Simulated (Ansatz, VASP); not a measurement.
**One calculation of Ag, two programs**

File INCAR:

```
SYSTEM = Ag
  ALGO = Normal
  DIPOL = 0.5 0.5 0.500
  EDIFF = 1E-6
  ENCUT = 520
  GGA = PE
  IDIPOL = 3
  ISIF = 2
  ISMEAR = -1
  LASPH = .TRUE.
  LCHARG = .FALSE.
  LDIPOL = .TRUE.
  LREAL = .FALSE.
  LWAVE = .FALSE.
  NBANDS = 24
  NELM = 60
  PREC = Accurate
  SIGMA = 0.1
```

Contents of KPOINTS:

```
k-points
0
G
  12 12 1
  0 0 0
```

Contents of POSCAR:

```
Ag
1.0
    2.9330648184      0.0000000000      0.0000000000
    0.0000000000      2.9330648184      0.0000000000
    0.0000000000      0.0000000000     20.1480000000
Ag
3
Direct
    0.0000000000      0.0000000000      0.3970622383
    0.5000000000      0.5000000000      0.5000000000
    0.0000000000      0.0000000000      0.6029377617
```

Input for Ansatz:

```yaml
crystal:
  lattice:
    - [2.9330648184, 0.0, 0.0]
    - [0.0, 2.9330648184, 0.0]
    - [0.0, 0.0, 20.148]
  atoms:
    - { symbol: Ag, position: [0.0, 0.0, 0.3970622383] }
    - { symbol: Ag, position: [0.5, 0.5, 0.5] }
    - { symbol: Ag, position: [0.0, 0.0, 0.6029377617] }
kpoints:
  mp_grid: { grid: [12, 12, 1] }
scf:
  occupations: { method: fermi_dirac, width: 0.1 }
hamiltonian:
  xc: pbe
  pseudopotentials: { kind: all_electron, lapw: { basis_error: 0.001 } }
output:
  forces: true
  stress: true
  eigenvalues: true
  populations: true
  dos: { projected: true, de: 0.2, e_range: [-14, 8] }
efield:
  axis: 3
  amplitude: 0
  dipole_correction: true
```

Alike in both runs: task single point; functional PBE; k mesh 12 × 12 × 1; occupations fermi-dirac, width 0.1 eV; no spin polarisation.

|  | VASP | Ansatz |
| --- | --- | --- |
| version | VASP 6.6.1 | Ansatz 0.2.0 |
| potentials or method | VASP PAW PBE potentials, release 64 (Ag), cutoff 520 eV | all-electron LAPW, scalar-relativistic |

VASP gave:

- rms of the force components (eV/Å): 0.053

Task: Estimate Ansatz's values.

Result: rms of the force components (eV/Å): 0.052.

Atom by atom the forces differ by 0.001 eV/Å (rms over components). Ansatz ran all-electron here, and VASP with PAW potentials.
